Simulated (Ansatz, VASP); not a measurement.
# MnO: VASP beside Ansatz

```
CELL_PARAMETERS angstrom
0.00000 2.22300 2.22300
2.22300 0.00000 2.22300
2.22300 2.22300 0.00000
ATOMIC_POSITIONS crystal
Mn 0.00000 0.00000 0.00000
O 0.50000 0.50000 0.50000
```

Alike in both runs: task single point; functional LDA; k mesh 10 × 10 × 10; occupations fermi-dirac, width 0.3 eV; collinear spin.

```csv
,VASP,Ansatz
version,VASP 6.6.1,Ansatz 0.2.0
potentials or method,"VASP PAW LDA potentials, release 64 (Mn_pv, O), cutoff 520 eV","plane waves, PAW"
valence electrons in the cell,19,21
```

VASP gave:

```
net moment per atom (μB)                                      : 2.16
size of the moment on the site where the two differ most (μB) : 3.94
```

Task: What did Ansatz give for the same quantities?

Result: net moment per atom (μB): 2.20; size of the moment on the site where the two differ most (μB): 3.76.

LDA's correlation is that of Perdew and Zunger in VASP and of Perdew and Wang (1992) in Ansatz. Site moments also hang on the region over which each program counts them. VASP's potentials hold 19 valence electrons a cell and Ansatz's 21, so a difference there can come from the potentials and not from the codes. Ansatz's warnings: moment headroom below auto, stability check not made.
